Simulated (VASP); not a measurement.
# ZrSe2 (P-3m1) in VASP: notebook, part 2 of 3

VASP 6.6.1. The steps go on from the part before.

**3. Single point, RPBE**

This run uses another cell than the first one, of 34.94 Å³/atom.

Contents of INCAR:

```
SYSTEM = ZrSe2
PREC     = Accurate       ! precision mode
ENCUT    = 500            ! plane-wave cutoff, eV
EDIFF    = 1E-6           ! SCF threshold, eV
ISMEAR   = 0              ! smearing method
SIGMA    = 0.01           ! smearing width, eV
LREAL    = .FALSE.        ! projectors in reciprocal space
LASPH    = .TRUE.         ! aspherical terms in the spheres
NELM     = 120            ! most SCF steps
ALGO     = Normal         ! electronic algorithm
ISIF     = 2              ! what is computed and relaxed
LWAVE    = .FALSE.        ! write WAVECAR
LCHARG   = .TRUE.         ! write CHGCAR
GGA      = RP             ! functional
LELF     = .TRUE.         ! ELF
LVHAR    = .TRUE.       
NBANDS   = 19             ! bands
GGA_COMPAT= .FALSE.
```

Contents of KPOINTS:

```
Automatic mesh
0
G
  6 6 3
  0 0 0
```

Contents of POSCAR:

```
ZrSe2
1.0
    3.8456125651      0.0000000000      0.0000000000
   -1.9228062826      3.3303981745      0.0000000000
    0.0000000000      0.0000000000      8.1849490635
Zr Se
1 2
Direct
    0.0000000000      0.0000000000      0.0000000000
    0.3333333333      0.6666666667      0.1929344316
    0.6666666667      0.3333333333      0.8070655684
```

Potentials or basis: VASP PAW PBE potentials, release 64 (Zr_sv, Se).

Launch:

```
cat potpaw_PBE.64/Zr_sv/POTCAR potpaw_PBE.64/Se/POTCAR > POTCAR
mpirun -np 1 vasp_std > vasp.out
```

OUTCAR:

```text
SYSTEM = ZrSe2
   PREC = Accurate
   ENCUT = 500
   EDIFF = 1E-6
   ISMEAR = 0
   LREAL = .FALSE.
   LASPH = .TRUE.
   NELM = 120
   ISIF = 2
   GGA = RP

 ion  position               nearest neighbor table
   1  0.000  0.000  0.000-   2 2.72   3 2.72   3 2.72   2 2.72   3 2.72   2 2.72
   2  0.333  0.667  0.193-   1 2.72   1 2.72   1 2.72
   3  0.667  0.333  0.807-   1 2.72   1 2.72   1 2.72

  LATTYP: Found a hexagonal cell.
 ALAT       =     3.8456125651
 C/A-ratio  =     2.1283862909

  Lattice vectors:

 A1 = (   3.8456125651,   0.0000000000,   0.0000000000)
 A2 = (  -1.9228062826,   3.3303981745,   0.0000000000)
 A3 = (   0.0000000000,   0.0000000000,   8.1849490635)

Analysis of symmetry for initial positions (statically):
=====================================================================
 Subroutine PRICEL returns:
 Original cell was already a primitive cell.

 Routine SETGRP: Setting up the symmetry group for a
 hexagonal supercell.

 Subroutine GETGRP returns: Found 12 space group operations
 (whereof 12 operations were pure point group operations)
 out of a pool of 24 trial point group operations.

[... 155 lines left out ...]

 E-fermi :   1.6928     XC(G=0):  -7.5521

 val. band max:        1.6428665968   @ k =   0.0000   0.0000   0.0000
 cond. band min:       2.2644617680   @ k =   0.5000   0.0000   0.3333
 fundamental gap:      0.6215951712
 Fermi energy:         1.6928268789

 k-point     1 :       0.0000    0.0000    0.0000
  band No.  band energies     occupation
      1     -47.9173      2.00000
      2     -25.9301      2.00000
      3     -25.8303      2.00000
      4     -25.8303      2.00000
      5     -11.0734      2.00000
      6     -10.2228      2.00000
[... 351 lines left out ...]
      6     -10.1007      2.00000
[... 11 lines left out ...]
     18       9.0739      0.00000
     19       9.3144      0.00000

------------------------ aborting loop because EDIFF is reached ----------------------------------------

  FORCE on cell =-STRESS in cart. coord.  units (eV):
  Direction    XX          YY          ZZ          XY          YZ          ZX
  --------------------------------------------------------------------------------------
  -------------------------------------------------------------------------------------
  Total        0.0278038      0.0278038      0.0294761     -0.0000000      0.0000000     -0.0000000
  in kB        0.4249493      0.4249493      0.4505092     -0.0000000      0.0000000     -0.0000000
  external PRESSURE =       0.4334693 kB  Pullay stress =       0.0000000 kB

 VOLUME and BASIS-vectors are now :
 -----------------------------------------------------------------------------
  energy-cutoff  :      500.00
  volume of cell :      104.83
      direct lattice vectors                 reciprocal lattice vectors
     3.845612565  0.000000000  0.000000000     0.260036596  0.150132199  0.000000000
    -1.922806283  3.330398174  0.000000000     0.000000000  0.300264397  0.000000000
     0.000000000  0.000000000  8.184949063     0.000000000  0.000000000  0.122175470

 POSITION                                       TOTAL-FORCE (eV/Angst)
 -----------------------------------------------------------------------------------
      0.00000      0.00000      0.00000        -0.000000      0.000000      0.000000
     -0.00000      2.22027      1.57916        -0.000000      0.000000      0.011692
      1.92281      1.11013      6.60579         0.000000     -0.000000     -0.011692
 -----------------------------------------------------------------------------------
    total drift:                               -0.000000      0.000000      0.000000

  FREE ENERGIE OF THE ION-ELECTRON SYSTEM (eV)
  ---------------------------------------------------
  free  energy   TOTEN  =       -18.6224421495 eV

  energy  without entropy=      -18.6224421495  energy(sigma->0) =      -18.62244215
```

OSZICAR:

```text
N       E                     dE             d eps       ncg     rms          rms(c)
DAV:   1     0.174282123108E+03    0.17428E+03   -0.10697E+04   646   0.107E+03
DAV:   2    -0.845377035388E+01   -0.18274E+03   -0.17838E+03   831   0.254E+02
DAV:   3    -0.196642454931E+02   -0.11210E+02   -0.11144E+02   974   0.598E+01
DAV:   4    -0.203738337062E+02   -0.70959E+00   -0.70818E+00  1014   0.107E+01
DAV:   5    -0.203821396028E+02   -0.83059E-02   -0.83043E-02   904   0.123E+00    0.120E+01
DAV:   6    -0.186579631237E+02    0.17242E+01   -0.54776E+00   705   0.125E+01    0.471E+00
DAV:   7    -0.186221013736E+02    0.35862E-01   -0.41408E-01   819   0.352E+00    0.241E+00
DAV:   8    -0.186229612609E+02   -0.85989E-03   -0.97341E-02   833   0.184E+00    0.430E-01
DAV:   9    -0.186232562603E+02   -0.29500E-03   -0.10468E-02   735   0.646E-01    0.260E-01
DAV:  10    -0.186228756084E+02    0.38065E-03   -0.19757E-03   872   0.303E-01    0.898E-02
DAV:  11    -0.186226107549E+02    0.26485E-03   -0.21761E-04   814   0.913E-02    0.362E-02
DAV:  12    -0.186224561554E+02    0.15460E-03   -0.19209E-04   829   0.759E-02    0.193E-02
DAV:  13    -0.186224437999E+02    0.12355E-04   -0.10333E-05   846   0.177E-02    0.547E-03
DAV:  14    -0.186224422425E+02    0.15574E-05   -0.18489E-06   759   0.801E-03    0.813E-04
DAV:  15    -0.186224421495E+02    0.92990E-07   -0.70212E-08   499   0.174E-03
   1 F= -.18622442E+02 E0= -.18622442E+02  d E =-.178121E-14
```

stdout:

```text
POSCAR found type information on POSCAR ZrSe
 POSCAR found :  2 types and       3 ions
 scaLAPACK will be used
 -----------------------------------------------------------------------------
|                                                                             |
|                                                                             |
|     You enforced a specific xc type in the INCAR file but a different       |
|     I HOPE YOU KNOW WHAT YOU ARE DOING!                                     |
|                                                                             |
 -----------------------------------------------------------------------------

 LDA part: xc-table for (Slater+PW92), standard interpolation
 POSCAR, INCAR and KPOINTS ok, starting setup
 FFT: planning ... GRIDC
 FFT: planning ... GRID_SOFT
 FFT: planning ... GRID
 WAVECAR not read
 entering main loop
```

Run time: 68 s. Hardware: 1 thread of Intel Xeon 8259CL, shared host; peak memory 0.21 GiB.

What came out:

```
Free energy            : -18.6224 eV
Pressure               : 0.0 GPa
Largest force          : 0.012 eV/Å
Band gap on the k mesh : 0.62 eV (least direct gap 1.17 eV)
```

Forces in eV/Å, atoms in the order of the input:
```
Zr   0.000  0.000  0.000
Se   0.000  0.000  0.012
Se   0.000  0.000 -0.012
```

Caveat: the PAW data sets were made with another functional, which shifts forces and pressure a little; an odd mesh through Γ misses points on the zone boundary, where band edges can lie; this functional lacks dispersion, which binds the layers, so the pressure and a relaxed spacing across them are unreliable.

[end of part 2 of 3]
